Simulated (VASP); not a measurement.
# Al2Cu (Fm-3m) in VASP: notebook

The runs below take Al2Cu through single point, vibrations by perturbation theory, with PBE.

Everything below comes from runs of VASP 6.6.1. Logs are shortened: lines on timing, memory, paths and dates and some standing lists are left out, and cuts for length are marked.

## Step 1: The cell of the first run

It takes space group Fm-3m (No. 225, cubic). Conventional cell: a = 5.783 Å, b = 5.783 Å, c = 5.783 Å, α = 90.00°, β = 90.00°, γ = 90.00°. Al (site symmetry -43m) has 4 Cu at 2.50 Å and 6 Al at 2.89 Å within 3.3 Å. Cu (site symmetry m-3m) has 8 Al at 2.50 Å within 3.3 Å.

## Step 2: Single point, PBE

File POSCAR:

```
Al2Cu
1.0
   -2.0447501002      2.0447501002      2.8916747215
    2.0447501002     -2.0447501002      2.8916747215
    2.0447501002      2.0447501002     -2.8916747215
Al Cu
2 1
Direct
    0.7500000000      0.2500000000      0.5000000000
    0.2500000000      0.7500000000      0.5000000000
    0.5000000000      0.5000000000      0.0000000000
```

File INCAR.step1:

```
SYSTEM = Al2Cu
  PREC = Accurate
  ENCUT = 520
  EDIFF = 1E-7
  ISMEAR = 0
  SIGMA = 0.1
  LREAL = .FALSE.
  LASPH = .TRUE.
  NELM = 80
  ALGO = Fast
  ISIF = 2
  LWAVE = .FALSE.
  LCHARG = .TRUE.
  LMAXMIX = 4
  GGA = PE
  NBANDS = 16
```

File KPOINTS.step1:

```
regular mesh
0
G
  16 16 16
  0 0 0
```

File INCAR.step2:

```
SYSTEM = Al2Cu
  PREC = Accurate
  ENCUT = 520
  EDIFF = 1E-7
  ISMEAR = -5
  SIGMA = 0.1
  LREAL = .FALSE.
  LASPH = .TRUE.
  NELM = 80
  ALGO = Fast
  ISIF = 2
  LWAVE = .FALSE.
  LCHARG = .FALSE.
  LMAXMIX = 4
  GGA = PE
  LORBIT = 11
  NEDOS = 2001
  ICHARG = 11
```

File KPOINTS.step2:

```
regular mesh
0
G
  24 24 24
  0 0 0
```

Potentials or basis: VASP PAW PBE potentials, release 64 (Al, Cu).

On the command line:

```bash
$ cat potpaw_PBE.64/Al/POTCAR potpaw_PBE.64/Cu/POTCAR > POTCAR
$ cp INCAR.step1 INCAR
$ cp KPOINTS.step1 KPOINTS
$ mpirun -np 1 vasp_std > vasp.out
$ cp INCAR.step2 INCAR
$ cp KPOINTS.step2 KPOINTS
$ mpirun -np 1 vasp_std > vasp.out
```

OUTCAR:

```text
SYSTEM = Al2Cu
   PREC = Accurate
   ENCUT = 520
   EDIFF = 1E-7
   ISMEAR = -5
   LREAL = .FALSE.
   LASPH = .TRUE.
   NELM = 80
   ISIF = 2
   GGA = PE
   LORBIT = 11
   ICHARG = 11

 ion  position               nearest neighbor table
   1  0.750  0.250  0.500-   3 2.50   3 2.50   3 2.50   3 2.50   2 2.89   2 2.89   2 2.89   2 2.89
                             2 2.89   2 2.89
   2  0.250  0.750  0.500-   3 2.50   3 2.50   3 2.50   3 2.50   1 2.89   1 2.89   1 2.89   1 2.89
                             1 2.89   1 2.89
   3  0.500  0.500  0.000-   2 2.50   1 2.50   1 2.50   2 2.50   1 2.50   2 2.50   2 2.50   1 2.50

  LATTYP: Found a body centered tetragonal cell.
 ALAT       =     4.0895002004
 C/A-ratio  =     1.4141946838

  Lattice vectors:

 A1 = (  -2.0447501002,   2.0447501002,   2.8916747215)
 A2 = (   2.0447501002,  -2.0447501002,   2.8916747215)
 A3 = (   2.0447501002,   2.0447501002,  -2.8916747215)

Analysis of symmetry for initial positions (statically):
=====================================================================
 Subroutine PRICEL returns:
 Original cell was already a primitive cell.

 Routine SETGRP: Setting up the symmetry group for a
 body centered tetragonal supercell.

 Subroutine GETGRP returns: Found 16 space group operations
 (whereof 16 operations were pure point group operations)
 out of a pool of 16 trial point group operations.

The static configuration has the point symmetry D_4h.

Analysis of symmetry for dynamics (positions and initial velocities):
=====================================================================
 Subroutine PRICEL returns:
 Original cell was already a primitive cell.

 Routine SETGRP: Setting up the symmetry group for a
 body centered tetragonal supercell.

 Subroutine GETGRP returns: Found 16 space group operations
 (whereof 16 operations were pure point group operations)
 out of a pool of 16 trial point group operations.

The dynamic configuration has the point symmetry D_4h.

 Subroutine INISYM returns: Found 16 space group operations
 (whereof 16 operations are pure point group operations),
 and found     1 'primitive' translations

----------------------------------------------------------------------------------------

                                     Primitive cell

  volume of cell :      48.3604

  direct lattice vectors                    reciprocal lattice vectors
    -2.044750100  2.044750100  2.891674721     0.000000000  0.244528659  0.172910181
     2.044750100 -2.044750100  2.891674721     0.244528659  0.000000000  0.172910181
[... 105 lines left out ...]
   EFERMI_NEDOS =   21; number of points for ismear=-14 and -15
   IALGO  =     68    algorithm
   IMIX   =      4    mixing-type and parameters
     AMIX     =   0.40;   BMIX     =  1.00
     AMIX_MAG =   1.60;   BMIX_MAG =  1.00
  volume/ion in A,a.u.               =      16.12       108.78
  Fermi-wavevector in a.u.,A,eV,Ry     =   1.155388  2.183367 18.162707  1.334921
  Thomas-Fermi vector in A             =   2.292017
   LORBIT       =     11    0 simple, 1 ext, 2 COOP (PROOUT), +10 PAW based schemes
   GGA     = PE    functional components
   LHFCALC =     F    Hartree Fock is set to
   AEXX    =    0.0000 exact exchange contribution
   IVDW    =     0    specifies the selected vdW correction
   LEPSILON=     F    determine dielectric tensor
   LRPA    =     F    only Hartree local field effects (RPA)
 non-spin polarized calculation
 RMM-DIIS sequential band-by-band and
 Fermi weights with tetrahedron method with Bloechl corrections
  energy-cutoff  :      520.00
  volume of cell :       48.36
 maximum number of plane-waves:      1324

 number of electron      16.9999990 magnetization

 Free energy of the ion-electron system (eV)
  ---------------------------------------------------
  ext. energy  EPLUGINS =         0.00000000
  ---------------------------------------------------
  free energy    TOTEN  =       -11.74785265 eV

  energy without entropy =      -11.74785265  energy(sigma->0) =      -11.74785265

 E-fermi :   6.8812     XC(G=0): -10.4050

 val. band max:        6.9262109989   @ k =   0.2917   0.2500   0.0000
 cond. band min:       6.8287255800   @ k =  -0.3333   0.1667  -0.0000
 fundamental gap:     -0.0974854189
 Fermi energy:         6.8812298290

 k-point     1 :       0.0000    0.0000    0.0000
  band No.  band energies     occupation
      1      -3.2218      2.00000
      2       2.4000      2.00000
      3       2.4000      2.00000
      4       2.4000      2.00000
      5       2.9486      2.00000
      6       2.9486      2.00000
      7       9.7449      0.00000
      8       9.7451      0.00000
      9       9.7451      0.00000
     10       9.8219      0.00000
     11       9.8219      0.00000
     12       9.8220      0.00000
[... 331 lines left out ...]
 k-point    24 :       0.4583    0.0417    0.0000
  band No.  band energies     occupation
      1      -0.5519      2.00000
      2       0.5562      2.00000
      3       2.5372      2.00000
      4       2.5489      2.00000
      5       2.9974      2.00000
      6       3.0015      2.00000
      7       3.0187      2.00000
      8       7.2707     -0.09050
      9       7.4921      0.00000
     10       9.7273      0.00000
     11       9.8513      0.00000
     12      10.7097      0.00000

 [... further k-points ...]
[... 5 lines left out ...]
  --------------------------------------------------------------------------------------
  -------------------------------------------------------------------------------------
  Total        0.0036979      0.0036979      0.0062234      0.0000000     -0.0000000      0.0000000
  in kB        0.1225109      0.1225109      0.2061805      0.0000000     -0.0000000      0.0000000
  external PRESSURE =       0.1504007 kB  Pullay stress =       0.0000000 kB

 VOLUME and BASIS-vectors are now :
 -----------------------------------------------------------------------------
  energy-cutoff  :      520.00
  volume of cell :       48.36
      direct lattice vectors                 reciprocal lattice vectors
    -2.044750100  2.044750100  2.891674721     0.000000000  0.244528659  0.172910181
     2.044750100 -2.044750100  2.891674721     0.244528659  0.000000000  0.172910181
     2.044750100  2.044750100 -2.891674721     0.244528659  0.244528659  0.000000000

 POSITION                                       TOTAL-FORCE (eV/Angst)
 -----------------------------------------------------------------------------------
      0.00000      2.04475      1.44584        -0.000000      0.000000     -0.000000
      2.04475      0.00000      1.44584         0.000000     -0.000000      0.000000
      0.00000      0.00000      2.89167        -0.000000      0.000000      0.000000
 -----------------------------------------------------------------------------------
    total drift:                                0.000000     -0.000000      0.000000

  FREE ENERGIE OF THE ION-ELECTRON SYSTEM (eV)
  ---------------------------------------------------
  free  energy   TOTEN  =       -11.7478526528 eV

  energy  without entropy=      -11.7478526528  energy(sigma->0) =      -11.74785265

 total charge

# of ion       s       p       d       tot
------------------------------------------
    1        0.408   0.365   0.000   0.773
    2        0.408   0.365   0.000   0.773
    3        0.533   0.548   9.083  10.164
--------------------------------------------------
tot          1.349   1.278   9.083  11.710
```

Wall time 14 min (1 thread of Intel Xeon 6975P-C (Granite Rapids), shared host); peak memory 0.75 GiB.

Results:

- Valence electrons inside the program's atomic spheres: Al 0.77; Cu 10.16

## Step 3: Vibrations by perturbation theory, PBE

File INCAR:

```
SYSTEM = Al2Cu
PREC = Accurate
ENCUT = 520
EDIFF = 1E-8
ISMEAR = -1
SIGMA = 0.15
LREAL = .FALSE.
LASPH = .TRUE.
NELM = 60
ALGO = Fast
ISIF = 2
LWAVE = .FALSE.
LCHARG = .FALSE.
GGA = PE
NBANDS = 16
IBRION = 8
NSW = 1
```

File KPOINTS:

```
Automatic mesh
0
G
  16 16 16
  0 0 0
```

File POSCAR:

```
Al2Cu
1.0
   -2.0452732739      2.0452732739      2.8924536688
    2.0452732739     -2.0452732739      2.8924536688
    2.0452732739      2.0452732739     -2.8924536688
Al Cu
2 1
Direct
    0.7500000000      0.2500000000      0.5000000000
    0.2500000000      0.7500000000      0.5000000000
    0.5000000000      0.5000000000      0.0000000000
```

Potentials or basis: VASP PAW PBE potentials, release 64 (Al, Cu).

On the command line:

```bash
$ cat potpaw_PBE.64/Al/POTCAR potpaw_PBE.64/Cu/POTCAR > POTCAR
$ mpirun -np 1 vasp_std > vasp.out
```

OUTCAR:

```text
SYSTEM = Al2Cu
   PREC = Accurate
   ENCUT = 520
   EDIFF = 1E-8
   ISMEAR = -1
   LREAL = .FALSE.
   LASPH = .TRUE.
   NELM = 60
   ISIF = 2
   GGA = PE
   IBRION = 8
   NSW = 1

 ion  position               nearest neighbor table
   1  0.750  0.250  0.500-   3 2.50   3 2.50   3 2.50   3 2.50   2 2.89   2 2.89   2 2.89   2 2.89
                             2 2.89   2 2.89
   2  0.250  0.750  0.500-   3 2.50   3 2.50   3 2.50   3 2.50   1 2.89   1 2.89   1 2.89   1 2.89
                             1 2.89   1 2.89
   3  0.500  0.500  0.000-   1 2.50   2 2.50   1 2.50   2 2.50   2 2.50   1 2.50   2 2.50   1 2.50

  LATTYP: Found a face centered cubic cell.
 ALAT       =     5.7849068715

  Lattice vectors:

 A1 = (   2.0452732739,  -2.0452732739,  -2.8924536688)
 A2 = (   2.0452732739,   2.0452732739,  -2.8924536688)
 A3 = (   4.0905465478,   0.0000000000,   0.0000000000)

[... 698 lines left out ...]
  x     0.00000     0.00000     0.00000     0.00000     0.00000     0.00000
  y     0.00000     0.00000     0.00000     0.00000     0.00000     0.00000
  z     0.00000     0.00000     0.00000     0.00000     0.00000     0.00000

 SECOND DERIVATIVES (NOT SYMMETRIZED)
 ------------------------------------
               1X          1Y          1Z          2X          2Y          2Z          3X          3Y          3Z
  1X    -5.453749    0.000000   -0.000000    1.955268    0.000000    0.000000    3.498481    0.000000    0.000000
  1Y     0.000000   -5.453749    0.000000    0.000000    1.955268    0.000000    0.000000    3.498481   -0.000000
  1Z     0.000000   -0.000000   -5.453751    0.000000    0.000000    1.955268    0.000000   -0.000000    3.498483
  2X     1.955268    0.000000    0.000000   -5.453749    0.000000   -0.000000    3.498481    0.000000    0.000000
  2Y     0.000000    1.955268    0.000000    0.000000   -5.453749    0.000000    0.000000    3.498481   -0.000000
  2Z     0.000000    0.000000    1.955268    0.000000   -0.000000   -5.453751    0.000000   -0.000000    3.498483
  3X     3.442527    0.000000    0.000000    3.442527    0.000000    0.000000   -6.885054    0.000000    0.000000
  3Y     0.000000    3.442527    0.000000    0.000000    3.442527    0.000000    0.000000   -6.885054    0.000000
  3Z     0.000000    0.000000    3.442528    0.000000    0.000000    3.442528    0.000000    0.000000   -6.885056

 Eigenvectors and eigenvalues of the dynamical matrix
 ----------------------------------------------------

   1 f  =    8.192229 THz    51.473291 2PiTHz  273.263336 cm-1    33.880320 meV
             X         Y         Z           dx          dy          dz
     -0.000000  2.045273  1.446227    -0.000000    0.000000   -0.707107
      2.045273 -0.000000  1.446227     0.000000   -0.000000    0.707107
      0.000000  0.000000  2.892454    -0.000000    0.000000    0.000000
[... 43 lines left out ...]
   9 f/i=    0.030619 THz     0.192387 2PiTHz    1.021349 cm-1     0.126631 meV
             X         Y         Z           dx          dy          dz
     -0.000000  2.045273  1.446227    -0.000000    0.000000   -0.477085
      2.045273 -0.000000  1.446227    -0.000000    0.000000   -0.477085
      0.000000  0.000000  2.892454     0.000000    0.000000   -0.738092

--------------------------------------------------------------------------------------------------------

 ELASTIC MODULI CONTR FROM IONIC RELAXATION (kBar)
 Direction    XX          YY          ZZ          XY          YZ          ZX
 --------------------------------------------------------------------------------
 XX        -187.1701    187.1701     -0.0000      0.0000      0.0000      0.0000
 YY         187.1701   -187.1701      0.0000     -0.0000     -0.0000     -0.0000
 ZZ          -0.0000      0.0000     -0.0000     -0.0000     -0.0000      0.0000
 XY           0.0000     -0.0000     -0.0000     -0.0000     -0.0000     -0.0000
 YZ           0.0000     -0.0000     -0.0000     -0.0000   -187.1702      0.0000
 ZX           0.0000     -0.0000      0.0000     -0.0000     -0.0000   -187.1702
 --------------------------------------------------------------------------------
```

It took 55 min on 1 thread of Oxide Virtual Turin-like, shared host; peak memory 1.6 GiB.

Results:

```yaml
Highest_phonon_frequency_at_Γ: 273 cm⁻¹
```

Phonon frequencies in cm⁻¹ (negative: imaginary):
```csv
q point,frequencies
"(0.000, 0.000, 0.000)",-1 -1 -1 254 254 254 273 273 273
```
